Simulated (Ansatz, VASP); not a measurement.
**Two plane-wave programs on CoSn**

INCAR

```
SYSTEM = CoSn
ALGO = Fast
EDIFF = 1E-7
ENCUT = 520
GGA = PE
ISIF = 2
ISMEAR = 0
LASPH = .True.
LCHARG = .False.
LREAL = .False.
LWAVE = .False.
NBANDS = 44
NELM = 100
PREC = Accurate
SIGMA = 0.15
```

File KPOINTS:

```
k-points
0
Gamma
  12 12 12
  0 0 0
```

POSCAR

```
CoSn
1.0
    5.2965850026      0.0000000000      0.0000000000
   -2.6482925013      4.5869771655      0.0000000000
    0.0000000000      0.0000000000      4.2302876739
Co Sn
3 3
Direct
    0.0000000000      0.5000000000      0.0000000000
    0.5000000000      0.5000000000      0.0000000000
    0.5000000000      0.0000000000      0.0000000000
    0.6666666667      0.3333333333      0.5000000000
    0.3333333333      0.6666666667      0.5000000000
    0.0000000000      0.0000000000      0.0000000000
```

Input for Ansatz:

```yaml
crystal:
  lattice:
    - [5.2965850026, 0.0, 0.0]
    - [-2.6482925013, 4.5869771655, 0.0]
    - [0.0, 0.0, 4.2302876739]
  atoms:
    - { symbol: Co, position: [0.0, 0.5, 0.0] }
    - { symbol: Co, position: [0.5, 0.5, 0.0] }
    - { symbol: Co, position: [0.5, 0.0, 0.0] }
    - { symbol: Sn, position: [0.6666666667, 0.3333333333, 0.5] }
    - { symbol: Sn, position: [0.3333333333, 0.6666666667, 0.5] }
    - { symbol: Sn, position: [0.0, 0.0, 0.0] }
basis:
  ecutwfc: 420
kpoints:
  mp_grid: { grid: [12, 12, 12] }
hamiltonian:
  xc: pbe
scf:
  occupations: { method: gaussian, width: 0.15 }
output:
  forces: true
  stress: true
  eigenvalues: true
```

Alike in both runs: task single point; functional PBE; k mesh 12 × 12 × 12; occupations gaussian, width 0.15 eV; no spin polarisation.

|  | VASP | Ansatz |
| --- | --- | --- |
| version | VASP 6.6.1 | Ansatz 0.2.0 |
| potentials or method | VASP PAW PBE potentials, release 64 (Co, Sn_d), cutoff 520 eV | scalar-relativistic, plane waves, PAW |
| valence electrons in the cell | 69 | 93 |

Ansatz gave:

```
gap on the k mesh at the Fermi level (eV)                     : none
pressure (GPa)                                                : 0.0
traceless stress, the component that is largest in VASP (GPa) : 0.21
```

Problem. Estimate VASP's values.

Solution. gap on the k mesh at the Fermi level (eV): none; pressure (GPa): 0.0; traceless stress, the component that is largest in VASP (GPa): 0.14.

A gap of «none» marks a metal or a gap that the smearing closes. VASP's potentials hold 69 valence electrons a cell and Ansatz's 93, so a difference there can come from the potentials and not from the codes.
